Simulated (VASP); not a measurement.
Crystal: Ga4P3N.

```
N Ga P
1.0
    -2.47877    2.47877    4.95753
     2.47877   -2.47877    4.95753
     2.47877    2.47877   -4.95753
N Ga P
1 4 3
Direct
  0.00000 0.00000 0.00000
  0.62500 0.62500 0.50000
  0.87500 0.37500 0.00000
  0.12500 0.12500 0.50000
  0.37500 0.87500 0.00000
  0.25000 0.75000 0.50000
  0.50000 0.50000 0.00000
  0.75000 0.25000 0.50000
```

- Program: VASP 6.6.1
- Task: relaxation of cell and atoms
- Functional: PBE
- Potentials or basis: VASP PAW PBE potentials, release 64 (N, Ga_d, P)
- Cutoff: 600 eV
- k mesh: 6 × 6 × 6
- Occupations: fermi-dirac, width 0.02 eV
- Spin: no spin polarisation

At the start: pressure 29.4 GPa; volume 15.23 Å³/atom.

Question: Where does the relaxation end?

Answer: Over 16 steps the energy falls by 453.0 meV/atom and the volume is 18.18 Å³/atom (+19.4 %); space group I-42m (No. 121, to 0.1 Å) before and after.

Step by step:
| step | energy change (eV) | largest force (eV/Å) | pressure (GPa) | volume (Å³) |
| --- | --- | --- | --- | --- |
| 1 | 0.0000 | 3.9090 | 29.38 | 121.84 |
| 2 | -2.1363 | 0.4638 | -11.48 | 178.03 |
| 3 | -3.1592 | 1.3162 | -3.31 | 153.21 |
| 4 | -3.1609 | 1.3600 | -2.87 | 152.37 |
| 5 | -3.5091 | 0.7546 | -1.40 | 148.29 |
| 6 | -3.6147 | 0.2367 | 0.51 | 144.63 |
| 7 | -3.6153 | 0.2242 | 0.34 | 144.93 |
| 8 | -3.6152 | 0.2272 | 0.42 | 144.78 |
| 9 | -3.6233 | 0.0726 | -0.07 | 145.57 |
| 10 | -3.6235 | 0.0552 | -0.17 | 145.72 |
| 11 | -3.6240 | 0.0113 | 0.09 | 145.31 |
| 12 | -3.6240 | 0.0129 | 0.05 | 145.37 |
| 13 | -3.6241 | 0.0053 | 0.00 | 145.47 |
| 14 | -3.6241 | 0.0054 | -0.02 | 145.48 |
| 15 | -3.6241 | 0.0054 | 0.00 | 145.47 |
| 16 | -3.6241 | 0.0015 | 0.00 | 145.47 |

Final structure:
```
N Ga P
1.0
    -2.63911    2.63911    5.22163
     2.63911   -2.63911    5.22163
     2.63911    2.63911   -5.22163
N Ga P
1 4 3
Direct
  0.00000 0.00000 0.00000
  0.66603 0.66603 0.56128
  0.89524 0.33397 0.00000
  0.10475 0.10475 0.43872
  0.33397 0.89524 0.00000
  0.25000 0.75000 0.50000
  0.50000 0.50000 0.00000
  0.75000 0.25000 0.50000
```

Caveat: the volume moved by over 15 % at a fixed basis, so the end points are rough.
